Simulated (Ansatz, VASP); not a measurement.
SiAs5: VASP beside Ansatz

```
CELL_PARAMETERS angstrom
5.53101 0.00000 0.00000
0.00000 5.53101 0.00000
0.00000 0.00000 5.53101
ATOMIC_POSITIONS crystal
Si 0.50000 0.50000 0.50000
As 0.74303 0.74303 0.74303
As 0.25697 0.25697 0.74303
As 0.25697 0.74303 0.25697
As 0.74303 0.25697 0.25697
As 0.00000 0.00000 0.00000
```

Alike in both runs: task relaxation of cell and atoms; functional PBE; k mesh 8 × 8 × 8; occupations gaussian, width 0.1 eV; no spin polarisation.

```csv
,VASP,Ansatz
version,VASP 6.6.1,Ansatz 0.2.0
potentials or method,"VASP PAW PBE potentials, release 64 (Si, As), cutoff 600 eV","scalar-relativistic, plane waves, PAW"
valence electrons in the cell,29,79
```

Ansatz gave:

```
gap on the k mesh at the Fermi level, each at its own relaxed structure (eV) : none
relaxed volume (Å³/atom)                                                     : 28.33
relaxed cell length with the largest relative difference (Å)                 : 5.539
```

Estimate VASP's values.

gap on the k mesh at the Fermi level, each at its own relaxed structure (eV): none; relaxed volume (Å³/atom): 28.45; relaxed cell length with the largest relative difference (Å): 5.548.

A gap of «none» marks a metal or a gap that the smearing closes. VASP's potentials hold 29 valence electrons a cell and Ansatz's 79, so a difference there can come from the potentials and not from the codes.
